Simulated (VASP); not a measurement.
# Li3Au5 (Im-3m) in VASP: a series of runs, part 2 of 2

VASP 6.6.1. The steps go on from the part before.

### 4 Relaxation of cell and atoms, PBE

File INCAR:

```
SYSTEM = Li3Au5
PREC     = Accurate       ! precision mode
ENCUT    = 600            ! plane-wave cutoff, eV
EDIFF    = 1E-6           ! SCF threshold, eV
ISMEAR   = 0              ! smearing method
SIGMA    = 0.1            ! smearing width, eV
LREAL    = .FALSE.        ! projectors in reciprocal space
LASPH    = .TRUE.         ! aspherical terms in the spheres
NELM     = 80             ! most SCF steps
ALGO     = Fast           ! electronic algorithm
ISIF     = 3              ! what is computed and relaxed
LWAVE    = .FALSE.        ! write WAVECAR
LCHARG   = .FALSE.        ! write CHGCAR
GGA      = PE             ! functional
IBRION   = 2              ! ionic algorithm
NSW      = 100            ! ionic steps
EDIFFG   = -0.01          ! ionic threshold
```

File KPOINTS:

```
Automatic mesh
0
G
  8 8 8
  0 0 0
```

File POSCAR:

```
Li3Au5
1.0
   -3.1980771588      3.1980771588      3.1980771588
    3.1980771588     -3.1980771588      3.1980771588
    3.1980771588      3.1980771588     -3.1980771588
Li Au
3 5
Direct
    0.0000000000      0.5000000000      0.5000000000
    0.5000000000      0.0000000000      0.5000000000
    0.5000000000      0.5000000000      0.0000000000
    0.5000000000      0.5000000000      0.5000000000
    0.0000000000      0.0000000000      0.5000000000
    0.0000000000      0.5000000000      0.0000000000
    0.5000000000      0.0000000000      0.0000000000
    0.0000000000      0.0000000000      0.0000000000
```

Potentials or basis: VASP PAW PBE potentials, release 64 (Li_sv, Au).

Run with:

```console
cat potpaw_PBE.64/Li_sv/POTCAR potpaw_PBE.64/Au/POTCAR > POTCAR
mpirun -np 1 vasp_std > vasp.out
```

OUTCAR:

```text
SYSTEM = Li3Au5
   PREC = Accurate
   ENCUT = 600
   EDIFF = 1E-6
   ISMEAR = 0
   LREAL = .FALSE.
   LASPH = .TRUE.
   NELM = 80
   ISIF = 3
   GGA = PE
   IBRION = 2
   NSW = 100
   EDIFFG = -0.01

 ion  position               nearest neighbor table
   1  0.000  0.500  0.500-   4 2.77   5 2.77   6 2.77   7 2.77   6 2.77   5 2.77   4 2.77   7 2.77

   2  0.500  0.000  0.500-   4 2.77   5 2.77   6 2.77   7 2.77   7 2.77   4 2.77   5 2.77   6 2.77

   3  0.500  0.500  0.000-   4 2.77   5 2.77   6 2.77   7 2.77   4 2.77   7 2.77   6 2.77   5 2.77

   4  0.500  0.500  0.500-   1 2.77   2 2.77   3 2.77   8 2.77   3 2.77   2 2.77   1 2.77   8 2.77
                             7 3.20   7 3.20   5 3.20   6 3.20   5 3.20   6 3.20
   5  0.000  0.000  0.500-   1 2.77   2 2.77   3 2.77   8 2.77   8 2.77   1 2.77   2 2.77   3 2.77
                             7 3.20   6 3.20   4 3.20   7 3.20   4 3.20   6 3.20
   6  0.000  0.500  0.000-   1 2.77   2 2.77   3 2.77   8 2.77   1 2.77   8 2.77   3 2.77   2 2.77
                             7 3.20   5 3.20   4 3.20   4 3.20   7 3.20   5 3.20
   7  0.500  0.000  0.000-   1 2.77   2 2.77   3 2.77   8 2.77   2 2.77   3 2.77   8 2.77   1 2.77
                             6 3.20   4 3.20   4 3.20   5 3.20   6 3.20   5 3.20
[... 205 lines left out ...]
 Fermi energy:         6.4339338090

 k-point     1 :       0.0000    0.0000    0.0000
  band No.  band energies     occupation
      1     -39.4194      2.00000
      2     -39.4135      2.00000
      3     -39.4135      2.00000
      4      -1.7684      2.00000
      5       0.1780      2.00000
      6       0.1780      2.00000
[... 973 lines left out ...]
     37      10.3071      0.00000
     38      13.7562      0.00000

 [... further k-points ...]
[... 5 lines left out ...]
  --------------------------------------------------------------------------------------
  -------------------------------------------------------------------------------------
  Total       -0.0724557     -0.0724557     -0.0724557      0.0000000     -0.0000000      0.0000000
  in kB       -0.8872715     -0.8872715     -0.8872715      0.0000000     -0.0000000      0.0000000
  external PRESSURE =      -0.8872715 kB  Pullay stress =       0.0000000 kB

 VOLUME and BASIS-vectors are now :
 -----------------------------------------------------------------------------
  energy-cutoff  :      600.00
  volume of cell :      130.84
      direct lattice vectors                 reciprocal lattice vectors
    -3.198077159  3.198077159  3.198077159     0.000000000  0.156343945  0.156343945
     3.198077159 -3.198077159  3.198077159     0.156343945  0.000000000  0.156343945
     3.198077159  3.198077159 -3.198077159     0.156343945  0.156343945  0.000000000

 POSITION                                       TOTAL-FORCE (eV/Angst)
 -----------------------------------------------------------------------------------
      3.19808      0.00000      0.00000        -0.000000      0.000000      0.000000
      0.00000      3.19808      0.00000        -0.000000      0.000000      0.000000
      0.00000      0.00000      3.19808        -0.000000      0.000000      0.000000
      1.59904      1.59904      1.59904         0.000000     -0.000000      0.000000
      1.59904      1.59904     -1.59904        -0.000000      0.000000     -0.000000
      1.59904     -1.59904      1.59904         0.000000     -0.000000      0.000000
     -1.59904      1.59904      1.59904        -0.000000     -0.000000     -0.000000
      0.00000      0.00000      0.00000        -0.000000      0.000000      0.000000
 -----------------------------------------------------------------------------------
    total drift:                                0.000000      0.000000     -0.000000

  FREE ENERGIE OF THE ION-ELECTRON SYSTEM (eV)
  ---------------------------------------------------
  free  energy   TOTEN  =       -25.3636321280 eV

  energy  without entropy=      -25.3549513374  energy(sigma->0) =      -25.35929173

 reached required accuracy - stopping structural energy minimisation
```

OSZICAR:

```text
N       E                     dE             d eps       ncg     rms          rms(c)
DAV:   1     0.482051596643E+03    0.48205E+03   -0.33669E+04  2204   0.190E+03
DAV:   2     0.410790019446E+01   -0.47794E+03   -0.45263E+03  2356   0.410E+02
DAV:   3    -0.260508886502E+02   -0.30159E+02   -0.29259E+02  3034   0.793E+01
[... 14 lines left out ...]
RMM:  18    -0.253636262110E+02   -0.59462E-05   -0.54562E-05  2474   0.255E-02    0.396E-03
RMM:  19    -0.253636291303E+02   -0.29194E-05   -0.28064E-05  1893   0.211E-02    0.224E-03
RMM:  20    -0.253636309494E+02   -0.18191E-05   -0.19468E-05  2180   0.199E-02    0.860E-04
RMM:  21    -0.253636318029E+02   -0.85348E-06   -0.11846E-05  1954   0.183E-02    0.112E-03
RMM:  22    -0.253636321280E+02   -0.32511E-06   -0.74111E-06  1783   0.172E-02
   1 F= -.25363632E+02 E0= -.25359292E+02  d E =-.253636E+02
```

Run time: 2.8 min. Hardware: 1 thread of Intel Xeon 6975P-C (Granite Rapids), shared host; peak memory 0.39 GiB.

What came out:

* Free energy: -25.3636 eV
* Pressure after relaxing: -0.1 GPa
* Band gap on the k mesh: zero (bands 32 and 33 overlap by 1.05 eV)

Final structure:
```
Li Au
1.0
    -3.19808    3.19808    3.19808
     3.19808   -3.19808    3.19808
     3.19808    3.19808   -3.19808
Li Au
3 5
Direct
  0.00000 0.50000 0.50000
  0.50000 0.00000 0.50000
  0.50000 0.50000 0.00000
  0.50000 0.50000 0.50000
  0.00000 0.00000 0.50000
  0.00000 0.50000 0.00000
  0.50000 0.00000 0.00000
  0.00000 0.00000 0.00000
```

Levels at points of the mesh, in eV from the Fermi level:
```tsv
k point	band 30	band 31	band 32	band 33	band 34	band 35
(0.00, 0.00, 0.00)	-0.12	-0.12	-0.12	0.01	0.01	0.01
(0.50, 0.00, 0.00)	-2.08	-0.98	0.31	0.57	0.97	3.19
(0.50, 0.50, 0.50)	-1.50	-1.50	-1.50	-0.73	-0.73	4.08
```

Caveat: the cutoff is under 1.25 times the usual one of these potentials, so pressure, stress and relaxed cells hold a basis-set (Pulay) error; the relaxation stopped at its first step, so nothing moved; spin-orbit coupling is left out, which moves the levels of the heavy elements.

### 5 Overview

```csv
task,cell,k mesh,cutoff (eV),gap on the mesh (eV),pressure (GPa)
single point,"a = 5.541 Å, angles 109.5°, 8 atoms",8 × 8 × 8,520,none,-
relaxation of cell and atoms,"relaxed from a = 5.805 Å, angles 109.5°, 8 atoms",4 × 4 × 4,600,none,-0.1
relaxation of cell and atoms,"relaxed from a = 5.539 Å, angles 109.5°, 8 atoms",8 × 8 × 8,600,none,-0.1
```

Alike in all rows: level PBE; potentials or basis VASP PAW PBE potentials, release 64 (Li_sv, Au); no spin polarisation; smearing gaussian 0.1 eV.

Caveats: the cutoff is under 1.25 times the usual one of these potentials, so pressure, stress and relaxed cells hold a basis-set (Pulay) error; spin-orbit coupling is left out, which moves the levels of the heavy elements; the relaxation stopped at its first step, so nothing moved (at least some runs).

Absolute energies hang on the potentials; compare differences alone.
